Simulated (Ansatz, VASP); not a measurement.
NaI in VASP and in Ansatz

```
Na I
1.0
     0.78889    3.67506    3.67506
     3.67506    0.78889    3.67506
     3.67506    3.67506    0.78889
Na I
1 1
Direct
  0.00000 0.00000 0.00000
  0.50000 0.50000 0.50000
```

Alike in both runs: task single point; functional PBE; k mesh 8 × 8 × 8; occupations gaussian, width 0.05 eV; no spin polarisation.

|  | VASP | Ansatz |
| --- | --- | --- |
| version | VASP 6.6.1 | Ansatz 0.2.0 |
| potentials or method | VASP PAW PBE potentials, release 64 (Na_pv, I), cutoff 520 eV | scalar-relativistic, plane waves, PAW |
| valence electrons in the cell | 14 | 26 |

```csv
,VASP,Ansatz,Ansatz less VASP
gap on the k mesh at the Fermi level (eV),1.78,1.78,+0.002
least direct gap on the mesh (eV),1.78,1.78,+0.002
pressure (GPa),0.5,0.5,0.00
"traceless stress, the component that is largest in VASP (GPa)",-2.71,-2.72,-0.005
```

VASP's potentials hold 14 valence electrons a cell and Ansatz's 26, so a difference there can come from the potentials and not from the codes.

Spin-orbit coupling is off throughout.
